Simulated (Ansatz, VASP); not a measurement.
## Two plane-wave programs on NaF

```xyz
2
Lattice="0.0000 2.3233 2.3581 2.3233 0.0000 2.3581 2.3233 2.3233 0.0000" Properties=species:S:1:pos:R:3 pbc="T T T"
Na    0.0000    0.0000    0.0000
F     2.3233    2.3233    2.3581
```

Change from the starting cell: strain +0.0150 x Voigt [0, 0, 1, 0, 0, 0], atoms carried along.

Alike in both runs: task single point; functional PBEsol; k mesh 8 × 8 × 8; occupations gaussian, width 0.05 eV; no spin polarisation.

|  | VASP | Ansatz |
| --- | --- | --- |
| version | VASP 6.6.1 | Ansatz 0.2.0 |
| potentials or method | VASP PAW PBE potentials, release 64 (Na_pv, F), cutoff 520 eV | scalar-relativistic, plane waves, PAW |
| valence electrons in the cell | 14 | 16 |

Ansatz gave:

```
gap on the k mesh at the Fermi level (eV)                     : 6.06
least direct gap on the mesh (eV)                             : 6.06
pressure (GPa)                                                : -1.2
traceless stress, the component that is largest in VASP (GPa) : -0.65
```

Task: Estimate VASP's values.

Result: gap on the k mesh at the Fermi level (eV): 6.04; least direct gap on the mesh (eV): 6.04; pressure (GPa): -1.3; traceless stress, the component that is largest in VASP (GPa): -0.68.

VASP's potentials were made for PBE, not for PBEsol. VASP's potentials hold 14 valence electrons a cell and Ansatz's 16, so a difference there can come from the potentials and not from the codes.
